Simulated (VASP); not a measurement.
# Cs2PdCl4 (P4/mmm) in VASP: single point with LDA

Aim: the single point of Cs2PdCl4 with LDA.

Everything below comes from runs of VASP 6.6.1. Logs are shortened: lines on timing, memory, paths and dates and some standing lists are left out, and cuts for length are marked.

## (1) The cell of the first run

It takes space group P4/mmm (No. 123, tetragonal). The conventional cell has a = 7.416 Å, b = 7.416 Å, c = 4.679 Å, α = 90.00°, β = 90.00°, γ = 90.00°. Cs (site symmetry mmm) has 8 Cl at 3.53 Å and 4 Pd at 4.38 Å and 2 Cs at 4.68 Å within 4.7 Å. Pd (site symmetry 4/mmm) has 4 Cl at 2.32 Å within 3.1 Å. Within 3.1 Å of Cl (site symmetry m2m) lie 1 Pd at 2.32 Å.

## (2) Single point, LDA, non-collinear spin, zero start, moments held on the sites, spin-orbit coupling

Input file INCAR:

```
PREC = Accurate ; ENCUT = 500
EDIFF = 1E-6 ; ISMEAR = 0
SIGMA = 0.05 ; LREAL = False
LASPH = True ; NELM = 200
ALGO = Normal ; ISIF = 2
LWAVE = False ; LCHARG = False
LNONCOLLINEAR = True ; MAGMOM = 0 0 0 0 0 0 0 0 0 0 0 0 0 0 0 0 0 0 0 0 0
LORBIT = 11 ; LSORBIT = True
GGA_COMPAT = False ; LORBMOM = True
I_CONSTRAINED_M = 1 ; LAMBDA = 10
M_CONSTR = 0.289 0.289 0.289 0.289 0.289 0.289 0 0 0 0 0 0 0 0 0 0 0 0 0 0 0 ; RWIGS = 1.50 1.39 1.02
ISYM = -1 ; AMIX = 0.2
BMIX = 1E-4 ; AMIX_MAG = 0.8
BMIX_MAG = 1E-4 ; LMAXMIX = 4
NBANDS = 73 ; KPAR = 4
```

Input file KPOINTS:

```
regular mesh
0
Gamma
  3 3 4
```

Input file POSCAR:

```
Cs2PdCl4
1.0
    7.4157995700      0.0000000000      0.0000000000
    0.0000000000      7.4157995700      0.0000000000
    0.0000000000      0.0000000000      4.6791997300
Cs Pd Cl
2 1 4
Direct
    0.0000000000      0.5000000000      0.5000000000
    0.5000000000      0.0000000000      0.5000000000
    0.0000000000      0.0000000000      0.0000000000
    0.2210000000      0.2210000000      0.0000000000
    0.7790000000      0.2210000000      0.0000000000
    0.7790000000      0.7790000000      0.0000000000
    0.2210000000      0.7790000000      0.0000000000
```

Potentials or basis: VASP PAW LDA potentials, release 64 (Cs_sv, Pd, Cl).

Started as:

```sh
> cat potpaw_LDA.64/Cs_sv/POTCAR potpaw_LDA.64/Pd/POTCAR potpaw_LDA.64/Cl/POTCAR > POTCAR
> mpirun -np 4 vasp_ncl > vasp.out
```

OUTCAR:

```text
PREC = Accurate
   ENCUT = 500
   EDIFF = 1E-6
   ISMEAR = 0
   LREAL = False
   LASPH = True
   NELM = 200
   ISIF = 2
   LNONCOLLINEAR = True
   LORBIT = 11
   LSORBIT = True
   ISYM = -1
   AMIX = 0.2
   AMIX_MAG = 0.8

 ion  position               nearest neighbor table
   1  0.000  0.500  0.500-
   2  0.500  0.000  0.500-
   3  0.000  0.000  0.000-   4 2.32   5 2.32   6 2.32   7 2.32
   4  0.221  0.221  0.000-   3 2.32
   5  0.779  0.221  0.000-   3 2.32
   6  0.779  0.779  0.000-   3 2.32
   7  0.221  0.779  0.000-   3 2.32

IMPORTANT INFORMATION: All symmetrisations will be switched off!
NOSYMM: (Re-)initialisation of all symmetry stuff for point group C_1.

----------------------------------------------------------------------------------------

                                     Primitive cell

  volume of cell :     257.3283

  direct lattice vectors                    reciprocal lattice vectors
     7.415799570  0.000000000  0.000000000     0.134847226  0.000000000  0.000000000
     0.000000000  7.415799570  0.000000000     0.000000000  0.134847226  0.000000000
     0.000000000  0.000000000  4.679199730     0.000000000  0.000000000  0.213711758

  length of vectors
     7.415799570  7.415799570  4.679199730     0.134847226  0.134847226  0.213711758

  position of ions in fractional coordinates (direct lattice)
     0.000000000  0.500000000  0.500000000
     0.500000000  0.000000000  0.500000000
     0.000000000  0.000000000  0.000000000
     0.221000000  0.221000000  0.000000000
     0.779000000  0.221000000  0.000000000
     0.779000000  0.779000000  0.000000000
     0.221000000  0.779000000  0.000000000

  ion indices of the primitive-cell ions
   primitive index   ion index
                 1           1
                 2           2
                 3           3
                 4           4
                 5           5
                 6           6
                 7           7

----------------------------------------------------------------------------------------

 KPOINTS: regular mesh

Automatic generation of k-mesh.
 Grid dimensions read from file:
 generate k-points for:    3    3    4

 Generating k-lattice:

  Cartesian coordinates                     Fractional coordinates (reciprocal lattice)
     0.044949075  0.000000000  0.000000000     0.333333333  0.000000000  0.000000000
     0.000000000  0.044949075  0.000000000     0.000000000  0.333333333  0.000000000
     0.000000000  0.000000000  0.053427939     0.000000000  0.000000000  0.250000000

  Length of vectors
[... 1868 lines left out ...]
  4        -0.000   0.000  -0.000
  5        -0.000   0.000  -0.000
  6        -0.000   0.000  -0.000
  7         0.000   0.000   0.000
 ----------------------------------------
           -0.000  -0.000  -0.000

 orbital moment (y)

 # of ion     p       d       tot
 ----------------------------------------
  1        -0.000   0.000  -0.000
  2         0.000   0.000   0.000
  3        -0.000  -0.000  -0.000
  4        -0.000   0.000  -0.000
  5        -0.000   0.000  -0.000
  6         0.000   0.000   0.000
  7        -0.000   0.000  -0.000
 ----------------------------------------
            0.000  -0.000  -0.000

 orbital moment (z)

 # of ion     p       d       tot
 ----------------------------------------
  1        -0.000  -0.000  -0.000
  2        -0.000   0.000  -0.000
  3         0.000   0.000   0.000
  4         0.000   0.000   0.000
  5         0.000   0.000   0.000
  6         0.000   0.000   0.000
  7        -0.000   0.000  -0.000
 ----------------------------------------
            0.000   0.000   0.000

 Spin-Orbit-Coupling matrix elements

 Ion:    1  E_soc:     -0.2948547
 l=   1
     0.0000000    -0.0490508    -0.0491636
    -0.0490508     0.0000000    -0.0491427
    -0.0491636    -0.0491427     0.0000000
 l=   2
     0.0000000    -0.0000067     0.0000000    -0.0000071    -0.0000106
    -0.0000067     0.0000000    -0.0000170    -0.0000085    -0.0000035
     0.0000000    -0.0000170     0.0000000    -0.0000151     0.0000000
    -0.0000071    -0.0000085    -0.0000151     0.0000000    -0.0000017
    -0.0000106    -0.0000035     0.0000000    -0.0000017     0.0000000
 l=   3
     0.0000000     0.0000000     0.0000000     0.0000000     0.0000000     0.0000000     0.0000000
     0.0000000     0.0000000     0.0000000     0.0000000     0.0000000     0.0000000     0.0000000
     0.0000000     0.0000000     0.0000000     0.0000000     0.0000000     0.0000000     0.0000000
     0.0000000     0.0000000     0.0000000     0.0000000     0.0000000     0.0000000     0.0000000
[... 109 lines left out ...]
 l=   2
     0.0000000     0.0000000     0.0000000     0.0000000     0.0000000
     0.0000000     0.0000000     0.0000000     0.0000000     0.0000000
     0.0000000     0.0000000     0.0000000     0.0000000     0.0000000
     0.0000000     0.0000000     0.0000000     0.0000000     0.0000000
     0.0000000     0.0000000     0.0000000     0.0000000     0.0000000
 l=   3
     0.0000000     0.0000000     0.0000000     0.0000000     0.0000000     0.0000000     0.0000000
     0.0000000     0.0000000     0.0000000     0.0000000     0.0000000     0.0000000     0.0000000
     0.0000000     0.0000000     0.0000000     0.0000000     0.0000000     0.0000000     0.0000000
     0.0000000     0.0000000     0.0000000     0.0000000     0.0000000     0.0000000     0.0000000
     0.0000000     0.0000000     0.0000000     0.0000000     0.0000000     0.0000000     0.0000000
     0.0000000     0.0000000     0.0000000     0.0000000     0.0000000     0.0000000     0.0000000
     0.0000000     0.0000000     0.0000000     0.0000000     0.0000000     0.0000000     0.0000000

 total charge

# of ion       s       p       d       tot
------------------------------------------
    1        1.829   4.685   0.029   6.544
    2        1.829   4.685   0.029   6.544
    3        0.460   0.487   8.489   9.436
    4        1.592   3.485   0.000   5.077
    5        1.592   3.485   0.000   5.077
    6        1.592   3.485   0.000   5.077
    7        1.592   3.485   0.000   5.077
--------------------------------------------------
tot         10.485  23.799   8.548  42.832

 magnetization (x)

# of ion       s       p       d       tot
------------------------------------------
    1        0.000   0.000   0.000   0.000
    2       -0.000  -0.000  -0.000  -0.000
    3       -0.000  -0.000   0.000  -0.000
    4       -0.000   0.000   0.000  -0.000
    5        0.000   0.000   0.000   0.000
    6       -0.000  -0.000   0.000  -0.000
    7        0.000   0.000   0.000   0.000
--------------------------------------------------
tot         -0.000   0.000   0.000   0.000

 magnetization (y)

# of ion       s       p       d       tot
------------------------------------------
    1       -0.000  -0.000   0.000  -0.000
    2        0.000   0.000   0.000   0.000
    3        0.000  -0.000  -0.000  -0.000
    4        0.000  -0.000   0.000  -0.000
    5        0.000   0.000   0.000   0.000
    6        0.000  -0.000   0.000   0.000
    7       -0.000  -0.000   0.000  -0.000
--------------------------------------------------
tot          0.000   0.000  -0.000   0.000

 magnetization (z)

# of ion       s       p       d       tot
------------------------------------------
    1        0.000   0.000   0.000   0.000
    2        0.000  -0.000   0.000   0.000
    3       -0.000   0.000   0.000   0.000
    4       -0.000   0.000   0.000   0.000
    5       -0.000  -0.000   0.000  -0.000
    6       -0.000  -0.000   0.000  -0.000
    7       -0.000  -0.000   0.000  -0.000
--------------------------------------------------
tot          0.000  -0.000   0.000  -0.000
```

stdout:

```text
POSCAR found type information on POSCAR CsPdCl
 POSCAR found :  3 types and       7 ions
 scaLAPACK will be used
 LDA part: xc-table for (Slater(with rela. corr.)+CA(PZ))
 , standard interpolation
 POSCAR, INCAR and KPOINTS ok, starting setup
 FFT: planning ... GRIDC
 FFT: planning ... GRID_SOFT
 FFT: planning ... GRID
 WAVECAR not read
 entering main loop
```

It took 9.3 min on 4 MPI ranks of AMD EPYC 7R13 (Zen 3), shared host; peak memory 1.2 GiB.

Results:

```
Free energy                                           : -27.7107 eV
Largest force                                         : 0.432 eV/Å
Net moment                                            : 0.00 μB per cell
Valence electrons inside the program's atomic spheres : Cs 6.54; Pd 9.44; Cl 5.08
```

Forces in eV/Å, atoms in the order of the input:
```
Cs   0.000  0.000  0.000
Cs   0.000  0.000  0.000
Pd   0.000  0.000  0.000
Cl  -0.306 -0.306  0.000
Cl   0.306 -0.306  0.000
Cl   0.306  0.306  0.000
Cl  -0.306  0.306  0.000
```

Moments on the atoms (μB; x, y, z):
```
Cs  0.00 0.00 0.00
Cs  0.00 0.00 0.00
Pd  0.00 0.00 0.00
Cl  0.00 0.00 0.00
Cl  0.00 0.00 0.00
Cl  0.00 0.00 0.00
Cl  0.00 0.00 0.00
```

Caveat: moments held by a penalty.
